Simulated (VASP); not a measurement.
Write the native input for VASP 6.6.1 that does the following.

* Task: single point
* Functional: r2SCAN
* Potentials or basis: VASP PAW PBE potentials, release 64 (K_sv, F)
* Cutoff: 520 eV
* k mesh: 8 × 8 × 8
* Occupations: gaussian, width 0.01 eV
* Spin: no spin polarisation
* Dipole correction: no
* Further INCAR settings: ALGO = Normal; EDIFF = 1e-06; NBANDS = 15

Crystal: KF.

```
K F
1.0
     0.03758    2.69654    2.69654
     2.69654    0.03758    2.69654
     2.69654    2.69654    0.03758
K F
1 1
Direct
  0.00000 0.00000 0.00000
  0.50000 0.50000 0.50000
```

This cell differs from its parent crystal: strain along [111] +2.1%.

These files were run (other wordings do the same):

POSCAR

```
KF
1.0
    0.0375799762      2.6965405554      2.6965405554
    2.6965405554      0.0375799762      2.6965405554
    2.6965405554      2.6965405554      0.0375799762
K F
1 1
Direct
    0.0000000000      0.0000000000      0.0000000000
    0.5000000000      0.5000000000      0.5000000000
```

INCAR.step1

```
SYSTEM = KF
  ALGO = Normal
  EDIFF = 1E-4
  ENCUT = 520
  GGA = PE
  ISMEAR = 0
  LASPH = .True.
  LCHARG = .False.
  LREAL = .False.
  LWAVE = .True.
  NBANDS = 15
  NELM = 60
  PREC = Accurate
  SIGMA = 0.01
```

INCAR.step2

```
SYSTEM = KF
  ALGO = Normal
  EDIFF = 1E-6
  ENCUT = 520
  ISIF = 2
  ISMEAR = 0
  ISTART = 1
  LASPH = .True.
  LCHARG = .False.
  LMIXTAU = .True.
  LREAL = .False.
  LWAVE = .False.
  METAGGA = R2SCAN
  NBANDS = 15
  NELM = 60
  PREC = Accurate
  SIGMA = 0.01
```

KPOINTS

```
k-points
0
Gamma
  8 8 8
  0 0 0
```

Potentials or basis: VASP PAW PBE potentials, release 64 (K_sv, F).

The run is started by

```sh
$ cat potpaw_PBE.64/K_sv/POTCAR potpaw_PBE.64/F/POTCAR > POTCAR
$ cp INCAR.step1 INCAR
$ mpirun -np 1 vasp_std > vasp.out
$ cp INCAR.step2 INCAR
$ mpirun -np 1 vasp_std > vasp.out
```

It gave:

```
Pressure               : -0.7 GPa
Band gap on the k mesh : 6.79 eV
```

Caveat: the cell differs from its parent crystal (strain along [111] +2.1%); the PAW data sets were made with another functional, which shifts forces and pressure a little.

It took 110 s on 1 thread of AMD EPYC 7R13 Processor (Zen 3) (shared host), peak memory 0.16 GiB.
